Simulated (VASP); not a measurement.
# SmO3 (Im-3m) in VASP: further runs

The runs below take SmO3 through single point, relaxation of cell and atoms, with PBE.

Everything below comes from runs of VASP 6.6.1. Logs are shortened: lines on timing, memory, paths and dates and some standing lists are left out, and cuts for length are marked.

## (1) The cell of the first run

Symmetry: Im-3m, No. 229, cubic system. Conventional cell: a = 4.683 Å, b = 4.683 Å, c = 4.683 Å, α = 90.00°, β = 90.00°, γ = 90.00°. Within 3.1 Å of Sm (site symmetry m-3m) lie 6 O at 2.34 Å. O (site symmetry 4/mmm) has 2 Sm at 2.34 Å and 4 O at 2.34 Å within 3.1 Å.

The cell was built from a structure type or drawn by symmetry, and may not be a known phase.

## (2) Single point, PBE

Input file INCAR:

```
PREC     = Accurate       # precision mode
ENCUT    = 600            # plane-wave cutoff, eV
EDIFF    = 1E-6           # SCF threshold, eV
ISMEAR   = 0              # smearing method
SIGMA    = 0.1            # smearing width, eV
LREAL    = F              # projectors in reciprocal space
LASPH    = T              # aspherical terms in the spheres
NELM     = 200            # most SCF steps
ALGO     = Normal         # electronic algorithm
ISIF     = 2              # what is computed and relaxed
LWAVE    = F              # write WAVECAR
LCHARG   = F              # write CHGCAR
GGA      = PE             # functional
NBANDS   = 22             # bands
GGA_COMPAT= F            
LMAXMIX  = 6              # l up to which the mixer works
```

Input file KPOINTS:

```
regular mesh
0
Gamma
  6 6 6
```

Input file POSCAR:

```
SmO3
1.0
   -2.3413207377      2.3413207377      2.3413207377
    2.3413207377     -2.3413207377      2.3413207377
    2.3413207377      2.3413207377     -2.3413207377
Sm O
1 3
Direct
    0.0000000000      0.0000000000      0.0000000000
    0.0000000000      0.5000000000      0.5000000000
    0.5000000000      0.0000000000      0.5000000000
    0.5000000000      0.5000000000      0.0000000000
```

Potentials or basis: VASP PAW PBE potentials, release 64 (Sm_3, O), 4f in core.

Launch:

```sh
> cat potpaw_PBE.64/Sm_3/POTCAR potpaw_PBE.64/O/POTCAR > POTCAR
> mpirun -np 1 vasp_std > vasp.out
```

OUTCAR:

```text
PREC = Accurate
   ENCUT = 600
   EDIFF = 1E-6
   ISMEAR = 0
   LREAL = F
   LASPH = T
   NELM = 200
   ISIF = 2
   GGA = PE

 ion  position               nearest neighbor table
   1  0.000  0.000  0.000-   2 2.34   3 2.34   4 2.34   2 2.34   3 2.34   4 2.34
   2  0.000  0.500  0.500-   1 2.34   1 2.34
   3  0.500  0.000  0.500-   1 2.34   1 2.34
   4  0.500  0.500  0.000-   1 2.34   1 2.34

  LATTYP: Found a body centered cubic cell.
 ALAT       =     4.6826414754

  Lattice vectors:

 A1 = (  -2.3413207377,   2.3413207377,   2.3413207377)
 A2 = (   2.3413207377,  -2.3413207377,   2.3413207377)
 A3 = (   2.3413207377,   2.3413207377,  -2.3413207377)

Analysis of symmetry for initial positions (statically):
=====================================================================
 Subroutine PRICEL returns:
 Original cell was already a primitive cell.

 Routine SETGRP: Setting up the symmetry group for a
 body centered cubic supercell.

 Subroutine GETGRP returns: Found 48 space group operations
 (whereof 48 operations were pure point group operations)
 out of a pool of 48 trial point group operations.

The static configuration has the point symmetry O_h .

Analysis of symmetry for dynamics (positions and initial velocities):
=====================================================================
 Subroutine PRICEL returns:
 Original cell was already a primitive cell.

 Routine SETGRP: Setting up the symmetry group for a
 body centered cubic supercell.

 Subroutine GETGRP returns: Found 48 space group operations
 (whereof 48 operations were pure point group operations)
 out of a pool of 48 trial point group operations.

The dynamic configuration has the point symmetry O_h .

 Subroutine INISYM returns: Found 48 space group operations
 (whereof 48 operations are pure point group operations),
 and found     1 'primitive' translations

----------------------------------------------------------------------------------------

                                     Primitive cell

  volume of cell :      51.3384

  direct lattice vectors                    reciprocal lattice vectors
    -2.341320738  2.341320738  2.341320738     0.000000000  0.213554680  0.213554680
     2.341320738 -2.341320738  2.341320738     0.213554680  0.000000000  0.213554680
     2.341320738  2.341320738 -2.341320738     0.213554680  0.213554680  0.000000000

  length of vectors
     4.055286475  4.055286475  4.055286475     0.302011924  0.302011924  0.302011924

  position of ions in fractional coordinates (direct lattice)
     0.000000000  0.000000000  0.000000000
     0.000000000  0.500000000  0.500000000
     0.500000000  0.000000000  0.500000000
     0.500000000  0.500000000  0.000000000

  ion indices of the primitive-cell ions
   primitive index   ion index
                 1           1
                 2           2
                 3           3
                 4           4

----------------------------------------------------------------------------------------

 KPOINTS: regular mesh

Automatic generation of k-mesh.
 Grid dimensions read from file:
 generate k-points for:    6    6    6

 Generating k-lattice:

  Cartesian coordinates                     Fractional coordinates (reciprocal lattice)
     0.000000000  0.035592447  0.035592447     0.166666667  0.000000000  0.000000000
     0.035592447  0.000000000  0.035592447     0.000000000  0.166666667  0.000000000
     0.035592447  0.035592447  0.000000000     0.000000000  0.000000000  0.166666667

  Length of vectors
     0.050335321  0.050335321  0.050335321

  Shift w.r.t. Gamma in fractional coordinates (k-lattice)
     0.000000000  0.000000000  0.000000000

 Subroutine IBZKPT returns following result:
 ===========================================

 Found     16 irreducible k-points:

 Following reciprocal coordinates:
            Coordinates               Weight
  0.000000  0.000000  0.000000      1.000000
  0.166667  0.000000  0.000000     12.000000
  0.333333  0.000000  0.000000     12.000000
  0.500000  0.000000  0.000000      6.000000
  0.166667  0.166667  0.000000     24.000000
  0.333333  0.166667 -0.000000     48.000000
[... 8 lines left out ...]
  0.500000  0.500000  0.333333     12.000000
  0.500000  0.500000  0.500000      1.000000
   k-points           NKPTS =     16   k-points in BZ     NKDIM =     16   number of bands    NBANDS=     22
   number of dos      NEDOS =    301   number of ions     NIONS =      4
   total plane-waves  NPLWV =  32768
   dimension x,y,z NGX =    32 NGY =   32 NGZ =   32
   dimension x,y,z NGXF=    64 NGYF=   64 NGZF=   64
   ions per type =               1   3
   NGX,Y,Z   is equivalent  to a cutoff of  13.12, 13.12, 13.12 a.u.
   NGXF,Y,Z  is equivalent  to a cutoff of  26.24, 26.24, 26.24 a.u.
 SYSTEM =  unknown system
   PREC   = accura    normal or accurate (medium, high low for compatibility)
   ISTART =      0    job   : 0-new  1-cont  2-samecut
   ICHARG =      2    charge: 1-file 2-atom 10-const
   ISPIN  =      1    spin polarized calculation?
   LNONCOLLINEAR =      F non collinear calculations
   LSORBIT =      F    spin-orbit coupling
   LASPH  =      T    aspherical Exc in radial PAW
   ENCUT  =  600.0 eV  44.10 Ry    6.64 a.u.   8.10  8.10  8.10*2*pi/ulx,y,z
   NELM   =    200;   NELMIN=  2; NELMDL= -5     # of ELM steps
   EDIFF  = 0.1E-05   stopping-criterion for ELM
   LREAL  =      F    real-space projection
   EDIFFG = 0.1E-04   stopping-criterion for IOM
   NSW    =      0    number of steps for IOM
   IBRION =     -1    ionic relax: 0-MD 1-quasi-New 2-CG
   NFREE  =      0    steps in history (QN), initial steepest desc. (CG)
   ISIF   =      2    stress and relaxation
   ISYM   =      2    0-nonsym 1-usesym 2-fastsym
   POTIM  = 0.5000    time-step for ionic-motion
   TEBEG  =    0.0;   TEEND  =   0.0 temperature during run
   PSTRESS=    0.0 pullay stress
   NELECT =      29.0000    total number of electrons
   NUPDOWN=      -1.0000    fix difference up-down
   EMIN   =  10.00;   EMAX   =-10.00  energy-range for DOS
   EFERMI =   0.00;   METHOD = LEGACY
   ISMEAR =     0;   SIGMA  =   0.10  broadening in eV -4-tet -1-fermi 0-gaus
   EFERMI_NEDOS =   21; number of points for ismear=-14 and -15
   IALGO  =     38    algorithm
   IMIX   =      4    mixing-type and parameters
     AMIX     =   0.40;   BMIX     =  1.00
     AMIX_MAG =   1.60;   BMIX_MAG =  1.00
  volume/ion in A,a.u.               =      12.83        86.61
  Fermi-wavevector in a.u.,A,eV,Ry     =   1.353297  2.557361 24.917899  1.831414
  Thomas-Fermi vector in A             =   2.480564
   LORBIT       =      0    0 simple, 1 ext, 2 COOP (PROOUT), +10 PAW based schemes
   GGA     = PE    functional components
   LHFCALC =     F    Hartree Fock is set to
   AEXX    =    0.0000 exact exchange contribution
   IVDW    =     0    specifies the selected vdW correction
   LEPSILON=     F    determine dielectric tensor
   LRPA    =     F    only Hartree local field effects (RPA)
 non-spin polarized calculation
 Gauss-broadening in eV      SIGMA  =   0.10
  energy-cutoff  :      600.00
  volume of cell :       51.34
 maximum number of plane-waves:      1732
   NGX = 17   NGY = 17   NGZ = 17

 number of electron      28.9999995 magnetization

 Free energy of the ion-electron system (eV)
  ---------------------------------------------------
  ext. energy  EPLUGINS =         0.00000000
  ---------------------------------------------------
  free energy    TOTEN  =       -25.13989195 eV

  energy without entropy =      -25.13989163  energy(sigma->0) =      -25.13989179

 E-fermi :   2.1462     XC(G=0): -10.8590

 val. band max:        1.8297326544   @ k =   0.3333   0.0000   0.0000
 cond. band min:       2.4817380361   @ k =  -0.3333   0.5000   0.1667
 fundamental gap:      0.6520053818
 Fermi energy:         2.1461501765

 k-point     1 :       0.0000    0.0000    0.0000
  band No.  band energies     occupation
      1     -37.0028      2.00000
      2     -16.4583      2.00000
      3     -16.4583      2.00000
      4     -16.4583      2.00000
      5     -16.0787      2.00000
      6     -14.0133      2.00000
[... 14 lines left out ...]
     21       9.8482      0.00000
     22       9.8482      0.00000

 k-point     2 :       0.1667    0.0000    0.0000
  band No.  band energies     occupation
      1     -36.9969      2.00000
      2     -17.1127      2.00000
      3     -16.6391      2.00000
      4     -16.4787      2.00000
      5     -15.3478      2.00000
      6     -14.0311      2.00000
[... 14 lines left out ...]
     21      10.2805      0.00000
     22      10.7345      0.00000

 k-point     3 :       0.3333    0.0000    0.0000
  band No.  band energies     occupation
      1     -36.9850      2.00000
      2     -17.6420      2.00000
      3     -16.9258      2.00000
      4     -16.5192      2.00000
      5     -14.8731      2.00000
      6     -13.8393      2.00000
[... 14 lines left out ...]
     21      11.8499      0.00000
     22      12.4298      0.00000

 k-point     4 :       0.5000    0.0000    0.0000
  band No.  band energies     occupation
      1     -36.9791      2.00000
      2     -17.8241      2.00000
      3     -17.0459      2.00000
      4     -16.5392      2.00000
      5     -14.8377      2.00000
      6     -13.6126      2.00000
[... 14 lines left out ...]
     21      13.1742      0.00000
     22      13.2900      0.00000

 k-point     5 :       0.1667    0.1667    0.0000
  band No.  band energies     occupation
      1     -36.9880      2.00000
      2     -17.4953      2.00000
      3     -16.7490      2.00000
      4     -16.7418      2.00000
      5     -14.7224      2.00000
      6     -14.0553      2.00000
[... 217 lines left out ...]
 k-point    14 :      -0.3333    0.3333    0.3333
  band No.  band energies     occupation
      1     -36.9748      2.00000
      2     -17.4236      2.00000
      3     -16.5985      2.00000
      4     -16.5985      2.00000
      5     -15.0977      2.00000
      6     -14.6972      2.00000
[... 14 lines left out ...]
     21      10.6918      0.00000
     22      13.6535      0.00000

 k-point    15 :       0.5000    0.5000    0.3333
  band No.  band energies     occupation
      1     -36.9714      2.00000
      2     -17.1115      2.00000
      3     -16.8249      2.00000
      4     -16.6245      2.00000
      5     -15.1073      2.00000
      6     -14.7964      2.00000
[... 14 lines left out ...]
     21      10.5110      0.00000
     22      14.1271      0.00000

 k-point    16 :       0.5000    0.5000    0.5000
  band No.  band energies     occupation
      1     -36.9689      2.00000
      2     -16.6524      2.00000
      3     -16.6524      2.00000
      4     -16.6524      2.00000
      5     -15.3983      2.00000
      6     -15.3983      2.00000
[... 14 lines left out ...]
     21       9.7099      0.00000
     22      15.3448      0.00000

------------------------ aborting loop because EDIFF is reached ----------------------------------------

  FORCE on cell =-STRESS in cart. coord.  units (eV):
  Direction    XX          YY          ZZ          XY          YZ          ZX
  --------------------------------------------------------------------------------------
  -------------------------------------------------------------------------------------
  Total        0.2484965      0.2484965      0.2484965      0.0000000      0.0000000      0.0000000
  in kB        7.7551142      7.7551142      7.7551142      0.0000000      0.0000000      0.0000000
  external PRESSURE =       7.7551142 kB  Pullay stress =       0.0000000 kB

 VOLUME and BASIS-vectors are now :
 -----------------------------------------------------------------------------
  energy-cutoff  :      600.00
  volume of cell :       51.34
      direct lattice vectors                 reciprocal lattice vectors
    -2.341320738  2.341320738  2.341320738     0.000000000  0.213554680  0.213554680
     2.341320738 -2.341320738  2.341320738     0.213554680  0.000000000  0.213554680
     2.341320738  2.341320738 -2.341320738     0.213554680  0.213554680  0.000000000

 POSITION                                       TOTAL-FORCE (eV/Angst)
 -----------------------------------------------------------------------------------
      0.00000      0.00000      0.00000        -0.000000      0.000000      0.000000
      2.34132      0.00000      0.00000        -0.000000     -0.000000      0.000000
      0.00000      2.34132      0.00000        -0.000000      0.000000     -0.000000
      0.00000      0.00000      2.34132         0.000000      0.000000      0.000000
 -----------------------------------------------------------------------------------
    total drift:                               -0.000000     -0.000000      0.000000

  FREE ENERGIE OF THE ION-ELECTRON SYSTEM (eV)
  ---------------------------------------------------
  free  energy   TOTEN  =       -25.1398919528 eV

  energy  without entropy=      -25.1398916347  energy(sigma->0) =      -25.13989179
```

It took 11 s on 1 thread of AMD EPYC 9R45 (Zen 5), shared host; peak memory 0.15 GiB.

Results:

```
Free energy            : -25.1399 eV
Pressure               : 0.8 GPa
Band gap on the k mesh : zero (an odd number of electrons rules out a gap without spin polarisation)
```

Caveat: spin-orbit coupling is left out, which moves the levels of the heavy elements; the 4f electrons are frozen in the core, so they carry no moment and show no levels; an odd number of electrons without spin polarisation forces a metal; a magnetic or distorted state may lie lower; the run has no spin polarisation, though such a crystal can be magnetic. With open d or f shells a metallic result of PBE can be an artefact of self-interaction; +U or a hybrid may open a gap.

(Continued in part 2 of 2.)
